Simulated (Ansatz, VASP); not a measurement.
**One calculation of Ni, two programs**

```
CELL_PARAMETERS angstrom
-1.75931 1.75931 0.00000
0.00000 0.00000 3.51862
1.75931 1.75931 0.00000
ATOMIC_POSITIONS crystal
Ni 0.00000 0.00000 0.00000
Ni 0.50000 0.50000 0.50000
```

Alike in both runs: task single point; functional PBE; k mesh 15 × 10 × 15; occupations fermi-dirac, width 0.05 eV; collinear spin.

|  | VASP | Ansatz |
| --- | --- | --- |
| version | VASP 6.6.1 | Ansatz 0.2.0 |
| potentials or method | VASP PAW PBE potentials, release 64 (Ni), cutoff 520 eV | all-electron LAPW, scalar-relativistic |

Ansatz gave:

- pressure (GPa): 0.0
- traceless stress, the component that is largest in VASP (GPa): -0.02
- net moment per atom (μB): 0.65
- size of the moment on the site where the two differ most (μB): 0.67

Q: What did VASP give for the same quantities?

A: Pressure (GPa): 0.0; traceless stress, the component that is largest in VASP (GPa): -0.06; net moment per atom (μB): 0.64; size of the moment on the site where the two differ most (μB): 0.65.

Site moments also hang on the region over which each program counts them. Ansatz ran all-electron here, and VASP with PAW potentials.
